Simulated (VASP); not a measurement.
# NiO2: single point with PBEsol

NiO2:

```
Ni O
1.0
     2.76565    0.00000    0.00000
    -1.38283    2.39513    0.00000
     0.00000    0.00000    5.03875
Ni O
1 2
Direct
  0.00000 0.00000 0.50000
  0.66667 0.33333 0.68766
  0.33333 0.66667 0.31234
```

This cell differs from its parent crystal: c/a of the conventional cell at fixed volume 1.8219.

```
Program             : VASP 6.6.1
Task                : single point
Functional          : PBEsol
Potentials or basis : VASP PAW PBE potentials, release 64 (Ni_sv_GW, O)
Cutoff              : 700 eV
k mesh              : 12 × 12 × 6
Occupations         : gaussian, width 0.05 eV
Spin                : no spin polarisation
```

```
Pressure               : 1.5 GPa
Largest force          : 0.029 eV/Å
Band gap on the k mesh : 1.10 eV (least direct gap 1.32 eV)
```

Forces in eV/Å, atoms in the order of the input:
```
Ni   0.000  0.000  0.000
O    0.000  0.000 -0.029
O    0.000  0.000  0.029
```

Stress tensor (GPa, compression positive):
```
 2.66  0.00  0.00
 0.00  2.66  0.00
 0.00  0.00 -0.67
```

Levels at points of the mesh, in eV from the valence-band top:
```tsv
k point	band 12	band 13	band 14	band 15	band 16	band 17	band 18	band 19
(0.00, 0.00, 0.00)	-1.08	-1.07	-1.07	-0.31	2.36	2.36	7.57	11.09
(0.50, 0.00, 0.00)	-2.06	-1.70	-1.65	-0.98	1.73	2.26	12.43	13.48
(0.00, 0.00, 0.50)	-1.85	-1.08	-1.08	-0.10	2.37	2.37	9.47	9.68
(0.50, 0.00, 0.50)	-1.77	-1.70	-1.67	-1.02	1.72	2.23	11.84	12.88
```

Run time: 2.3 min on 1 thread of AMD EPYC 7R43 64-Core Processor (Zen 3), with other jobs on the host, peak memory 0.23 GiB.

Caveat: the PAW data sets were made with another functional, which shifts forces and pressure a little; the run has no spin polarisation, though such a crystal can be magnetic. A k mesh can miss the band edges.
